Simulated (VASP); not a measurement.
The system is As.

```
As
1.0
     4.73497    0.00000    0.00000
    -2.36749    4.10061    0.00000
     0.00000    0.00000    2.93568
As
3
Direct
  0.00000 0.00000 0.00000
  0.33333 0.66667 0.50000
  0.66667 0.33333 0.50000
```

```yaml
Program: VASP 6.6.1
Task: relaxation of cell and atoms
Functional: PBE
Potentials_or_basis: VASP PAW PBE potentials, release 64 (As)
Cutoff: 600 eV
k_mesh: 8 × 8 × 10
Occupations: fermi-dirac, width 0.1 eV
Spin: no spin polarisation
```

At the start: pressure 1.7 GPa; volume 19.00 Å³/atom.

Question: How do energy, volume and symmetry change on relaxing?

Answer: Over 6 steps the energy falls by 22.3 meV/atom and the volume is 19.30 Å³/atom (+1.6 %); space group P6/mmm (No. 191, to 0.05 Å).

Step by step:
| step | energy change (eV) | largest force (eV/Å) | pressure (GPa) | volume (Å³) |
| --- | --- | --- | --- | --- |
| 1 | 0.0000 | 0.0000 | 1.73 | 57.00 |
| 2 | -0.0535 | 0.0000 | -1.00 | 58.68 |
| 3 | -0.0564 | 0.0000 | -1.53 | 59.07 |
| 4 | -0.0662 | 0.0000 | 0.14 | 57.82 |
| 5 | -0.0668 | 0.0000 | -0.19 | 58.05 |
| 6 | -0.0669 | 0.0000 | 0.03 | 57.89 |

Final structure:
```xyz
3
Lattice="4.8618 0.0000 0.0000 -2.4309 4.2104 0.0000 0.0000 0.0000 2.8279" Properties=species:S:1:pos:R:3 pbc="T T T"
As    0.0000    0.0000    0.0000
As    0.0000    2.8070    1.4140
As    2.4309    1.4035    1.4140
```
